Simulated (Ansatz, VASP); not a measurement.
Two plane-wave programs on AlN

```
CELL_PARAMETERS angstrom
-0.10354 2.19888 2.19888
2.19888 -0.10354 2.19888
2.19888 2.19888 -0.10354
ATOMIC_POSITIONS crystal
Al 0.99746 0.99746 0.99746
N 0.25254 0.25254 0.25254
```

Change from the starting cell: epitaxial_111 strain +5.4%.

Alike in both runs: task single point; functional PBE; k mesh 10 × 10 × 10; occupations fermi-dirac, width 0.02 eV; no spin polarisation.

|  | VASP | Ansatz |
| --- | --- | --- |
| version | VASP 6.6.1 | Ansatz 0.2.0 |
| potentials or method | VASP PAW PBE potentials, release 64 (Al, N) | plane waves, PAW |
| plane-wave cutoff (eV) | 520 | 420 |
| valence electrons in the cell | 8 | 8 |

```tsv
	VASP	Ansatz	Ansatz less VASP
gap on the k mesh at the Fermi level (eV)	2.90	2.91	+0.009
pressure (GPa)	-10.9	-10.6	+0.26
traceless stress, the component that is largest in VASP (GPa)	7.30	7.25	-0.049
rms of the force components (eV/Å)	0.034	0.033	-0.0005
```

Atom by atom the forces differ by 0.001 eV/Å (rms over components). The functional is the same, so the differences come from potentials, cutoffs and numerics.
